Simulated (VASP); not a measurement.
Runs of VASP 6.6.1 on TaAs3. The structure is that of space group Pmmn (No. 59), or close to it. The cells are those of the table. 

| task | cell | k mesh | cutoff (eV) | gap on the mesh (eV) | pressure (GPa) | largest force (eV/Å) |
| --- | --- | --- | --- | --- | --- | --- |
| single point | a = 4.859, b = 6.044, c = 5.113 Å, 8 atoms | 4 × 4 × 4 | 520 | none | -6.0 | 1.47 |
| single point | a = 4.446, b = 5.113, c = 6.580 Å, 8 atoms | 8 × 8 × 6 | 520 | none | 0.3 | 0.02 |
| single point | a = 4.454, b = 5.180, c = 6.488 Å, 8 atoms | 4 × 4 × 4 | 520 | none | (b) | (a) |
| relaxation of cell and atoms | relaxed from a = 4.859, b = 6.044, c = 5.113 Å, 8 atoms | 4 × 4 × 4 | 600 | none | 0.1 | 0.04 |

Alike in all rows: level PBE; potentials or basis VASP PAW PBE potentials, release 64 (Ta_pv, As); no spin polarisation; smearing gaussian 0.1 eV.

**Question.** Fill in the values left out.

**Answer.** (a) 0.03; (b) 0.2.

Caveats: spin-orbit coupling is left out, which moves the levels of the heavy elements; forces of over 1 eV/Å act on the atoms, so gaps and moduli don't describe the material at rest (some runs).

A k mesh can miss the band edges, and the runs leave out spin-orbit coupling on As, Ta.

A gap of «none» marks levels without a gap at the run's occupations.
